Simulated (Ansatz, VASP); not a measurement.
## NbAs: VASP beside Ansatz

Contents of INCAR:

```
PREC = Accurate ; ENCUT = 520
EDIFF = 1E-6 ; ISMEAR = 0
SIGMA = 0.1 ; LREAL = F
LASPH = T ; NELM = 150
ALGO = Fast ; ISIF = 2
LWAVE = F ; LCHARG = F
ISPIN = 2 ; MAGMOM = 1 -1 0 0
LORBIT = 11 ; LMAXMIX = 4
GGA = PS ; NBANDS = 30
```

The input KPOINTS:

```
Automatic mesh
0
Gamma
  12 12 6
```

The input POSCAR:

```
NbAs
1.0
    0.0000000000      2.8723581278      2.8723581278
    2.8723581278      0.0000000000      2.8723581278
    5.7447162557      5.7447162557      0.0000000000
Nb As
2 2
Direct
    1.0000000000      0.0000000000      0.0000000000
    1.0000000000      0.0000000000      0.5000000000
    0.2500000000      0.2500000000      0.1250000000
    0.2500000000      0.2500000000      0.6250000000
```

Input for Ansatz:

```yaml
crystal:
  lattice:
    - [0.0, 2.8723581278, 2.8723581278]
    - [2.8723581278, 0.0, 2.8723581278]
    - [5.7447162557, 5.7447162557, 0.0]
  atoms:
    - { symbol: Nb, position: [1.0, 0.0, 0.0], spin: 1.0 }
    - { symbol: As, position: [0.25, 0.25, 0.125] }
    - { symbol: Nb, position: [1.0, 0.0, 0.5], spin: -1.0 }
    - { symbol: As, position: [0.25, 0.25, 0.625] }
basis:
  ecutwfc: 420
kpoints:
  mp_grid: { grid: [12, 12, 6] }
hamiltonian:
  xc: pbesol
scf:
  occupations: { method: gaussian, width: 0.1 }
  lower_state_search: "off"
output:
  forces: true
  stress: true
  eigenvalues: true
  populations: true
magnetization:
  spin_polarized: true
```

Alike in both runs: task single point; functional PBEsol; k mesh 12 × 12 × 6; occupations gaussian, width 0.1 eV; collinear spin.

|  | VASP | Ansatz |
| --- | --- | --- |
| version | VASP 6.6.1 | Ansatz 0.2.0 |
| potentials or method | VASP PAW PBE potentials, release 64 (Nb_sv, As), cutoff 520 eV | scalar-relativistic, plane waves, PAW |
| valence electrons in the cell | 36 | 56 |

|  | VASP | Ansatz | Ansatz less VASP |
| --- | --- | --- | --- |
| gap on the k mesh at the Fermi level (eV) | none | none | - |
| pressure (GPa) | 0.3 | 0.1 | -0.17 |
| net moment per atom (μB) | 0.00 | 0.00 | 0.000 |
| size of the moment on the site where the two differ most (μB) | 0.23 | 0.19 | -0.038 |

VASP's potentials were made for PBE, not for PBEsol. Site moments also hang on the region over which each program counts them. A gap of «none» marks a metal or a gap that the smearing closes. VASP's potentials hold 36 valence electrons a cell and Ansatz's 56, so a difference there can come from the potentials and not from the codes.
